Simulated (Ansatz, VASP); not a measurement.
**PbS in VASP and in Ansatz**

```
Pb S
1.0
     3.51125    0.00000    0.00000
     0.00000    3.51125    0.00000
     0.00000    0.00000    3.51125
Pb S
1 1
Direct
  0.00000 0.00000 0.00000
  0.50000 0.50000 0.50000
```

Alike in both runs: task single point; functional r2SCAN; dispersion D3(BJ); k mesh 10 × 10 × 10; occupations gaussian, width 0.05 eV; no spin polarisation.

|  | VASP | Ansatz |
| --- | --- | --- |
| version | VASP 6.6.1 | Ansatz 0.2.0 |
| potentials or method | VASP PAW PBE potentials, release 64 (Pb_d, S), cutoff 550 eV | scalar-relativistic, plane waves, PAW |
| valence electrons in the cell | 20 | 20 |

Ansatz gave:

* gap on the k mesh at the Fermi level (eV): none
* pressure (GPa): 6.4

Which values does VASP return?

gap on the k mesh at the Fermi level (eV): none; pressure (GPa): 6.5.

VASP's potentials were made for PBE, not for r2SCAN. A gap of «none» marks a metal or a gap that the smearing closes. Ansatz's warnings: dispersion damping borrowed.

Neither program's run includes spin-orbit coupling.
